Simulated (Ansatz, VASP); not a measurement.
**One calculation of Hg, two programs**

Contents of INCAR:

```
SYSTEM = Hg
PREC     = Accurate       ! precision mode
ENCUT    = 520            ! plane-wave cutoff, eV
EDIFF    = 1E-7           ! SCF threshold, eV
ISMEAR   = 0              ! smearing method
SIGMA    = 0.15           ! smearing width, eV
LREAL    = .FALSE.        ! projectors in reciprocal space
LASPH    = .TRUE.         ! aspherical terms in the spheres
NELM     = 100            ! most SCF steps
ALGO     = Fast           ! electronic algorithm
ISIF     = 2              ! what is computed and relaxed
LWAVE    = .FALSE.        ! write WAVECAR
LCHARG   = .FALSE.        ! write CHGCAR
NBANDS   = 19             ! bands
```

The input KPOINTS:

```
Automatic mesh
0
G
  18 18 18
  0 0 0
```

Contents of POSCAR:

```
Hg
1.0
   -2.9297541400      2.9297541400      1.5725525500
    2.9297541400     -2.9297541400      1.5725525500
    2.9297541400      2.9297541400     -1.5725525500
Hg
2
Direct
    0.7500000000      0.2500000000      0.5000000000
    0.0000000000      0.0000000000      0.0000000000
```

Input for Ansatz:

```yaml
crystal:
  lattice:
    - [-2.92975414, 2.92975414, 1.57255255]
    - [2.92975414, -2.92975414, 1.57255255]
    - [2.92975414, 2.92975414, -1.57255255]
  atoms:
    - { symbol: Hg, position: [0.75, 0.25, 0.5] }
    - { symbol: Hg, position: [0.0, 0.0, 0.0] }
basis:
  ecutwfc: 420
kpoints:
  mp_grid: { grid: [18, 18, 18] }
hamiltonian:
  xc: lda
scf:
  occupations: { method: gaussian, width: 0.15 }
output:
  forces: true
  stress: true
  eigenvalues: true
```

Alike in both runs: task single point; functional LDA; k mesh 18 × 18 × 18; occupations gaussian, width 0.15 eV; no spin polarisation.

|  | VASP | Ansatz |
| --- | --- | --- |
| version | VASP 6.6.1 | Ansatz 0.2.0 |
| potentials or method | VASP PAW LDA potentials, release 64 (Hg), cutoff 520 eV | scalar-relativistic, plane waves, PAW |
| valence electrons in the cell | 24 | 40 |

|  | VASP | Ansatz | Ansatz less VASP |
| --- | --- | --- | --- |
| gap on the k mesh at the Fermi level (eV) | none | none | - |
| pressure (GPa) | -4.2 | -4.5 | -0.30 |
| traceless stress, the component that is largest in VASP (GPa) | -0.34 | -0.29 | +0.047 |

LDA's correlation is that of Perdew and Zunger in VASP and of Perdew and Wang (1992) in Ansatz. A gap of «none» marks a metal or a gap that the smearing closes. VASP's potentials hold 24 valence electrons a cell and Ansatz's 40, so a difference there can come from the potentials and not from the codes.

Neither program's run includes spin-orbit coupling.
